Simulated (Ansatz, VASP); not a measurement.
# One calculation of Hg, two programs

File INCAR:

```
SYSTEM = Hg
PREC = Accurate
ENCUT = 520
EDIFF = 1E-6
ISMEAR = 0
SIGMA = 0.15
LREAL = .FALSE.
LASPH = .TRUE.
NELM = 60
ALGO = Fast
ISIF = 2
LWAVE = .FALSE.
LCHARG = .TRUE.
GGA = PE
LELF = .TRUE.
LVHAR = .TRUE.
NBANDS = 12
```

File KPOINTS:

```
Automatic mesh
0
G
  18 18 18
  0 0 0
```

POSCAR

```
Hg
1.0
    1.7300004553      0.9988162286      2.2340000000
   -1.7300004553      0.9988162286      2.2340000000
    0.0000000000     -1.9976324571      2.2340000000
Hg
1
Direct
    0.0000000000      0.0000000000      0.0000000000
```

Input for Ansatz:

```yaml
crystal:
  lattice:
    - [1.7300004553, 0.9988162286, 2.234]
    - [-1.7300004553, 0.9988162286, 2.234]
    - [0.0, -1.9976324571, 2.234]
  atoms:
    - { symbol: Hg, position: [0.0, 0.0, 0.0] }
basis:
  ecutwfc: 420
kpoints:
  mp_grid: { grid: [18, 18, 18] }
hamiltonian:
  xc: pbe
scf:
  occupations: { method: gaussian, width: 0.15 }
output:
  forces: true
  stress: true
  eigenvalues: true
```

Alike in both runs: task single point; functional PBE; k mesh 18 × 18 × 18; occupations gaussian, width 0.15 eV; no spin polarisation.

|  | VASP | Ansatz |
| --- | --- | --- |
| version | VASP 6.6.1 | Ansatz 0.2.0 |
| potentials or method | VASP PAW PBE potentials, release 64 (Hg), cutoff 520 eV | scalar-relativistic, plane waves, PAW |
| valence electrons in the cell | 12 | 20 |

|  | VASP | Ansatz | Ansatz less VASP |
| --- | --- | --- | --- |
| gap on the k mesh at the Fermi level (eV) | none | none | - |
| pressure (GPa) | 6.6 | 6.1 | -0.49 |
| traceless stress, the component that is largest in VASP (GPa) | 0.71 | 0.52 | -0.190 |

A gap of «none» marks a metal or a gap that the smearing closes. VASP's potentials hold 12 valence electrons a cell and Ansatz's 20, so a difference there can come from the potentials and not from the codes.

Spin-orbit coupling is off throughout.
